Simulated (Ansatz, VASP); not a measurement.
## CsBr in VASP and in Ansatz

File INCAR:

```
PREC = Accurate
ENCUT = 500
EDIFF = 1E-6
ISMEAR = -1
SIGMA = 0.02
LREAL = F
LASPH = T
NELM = 120
ALGO = Normal
ISIF = 2
LWAVE = F
LCHARG = T
GGA = PE
LELF = T
LVHAR = T
NBANDS = 15
GGA_COMPAT = F
```

The input KPOINTS:

```
Automatic mesh
0
Gamma
  6 6 6
```

Contents of POSCAR:

```
CsBr
1.0
    4.4104598805      0.0000000000      0.0000000000
    0.0000000000      4.4104598805      0.0000000000
    0.0000000000      0.0000000000      4.4104598805
Cs Br
1 1
Direct
    0.0000000000      0.0000000000      0.0000000000
    0.5000000000      0.5000000000      0.5000000000
```

Input for Ansatz:

```yaml
crystal:
  lattice:
    - [4.4104598805, 0.0, 0.0]
    - [0.0, 4.4104598805, 0.0]
    - [0.0, 0.0, 4.4104598805]
  atoms:
    - { symbol: Cs, position: [0.0, 0.0, 0.0] }
    - { symbol: Br, position: [0.5, 0.5, 0.5] }
kpoints:
  mp_grid: { grid: [6, 6, 6] }
scf:
  occupations: { method: fermi_dirac, width: 0.02 }
hamiltonian:
  xc: pbe
  pseudopotentials: { kind: all_electron, lapw: { basis_error: 0.00025 } }
output:
  forces: true
  stress: true
  eigenvalues: true
```

Change from the starting cell: volume scaled by 1.06.

Alike in both runs: task single point; functional PBE; k mesh 6 × 6 × 6; occupations fermi-dirac, width 0.02 eV; no spin polarisation.

```csv
,VASP,Ansatz
version,VASP 6.6.1,Ansatz 0.2.0
potentials or method,"VASP PAW PBE potentials, release 64 (Cs_sv, Br), cutoff 500 eV","all-electron LAPW, scalar-relativistic"
```

```tsv
	VASP	Ansatz	Ansatz less VASP
gap on the k mesh at the Fermi level (eV)	4.19	4.20	+0.011
pressure (GPa)	-0.1	-0.2	-0.03
```

Ansatz ran all-electron here, and VASP with PAW potentials.

Neither program's run includes spin-orbit coupling.
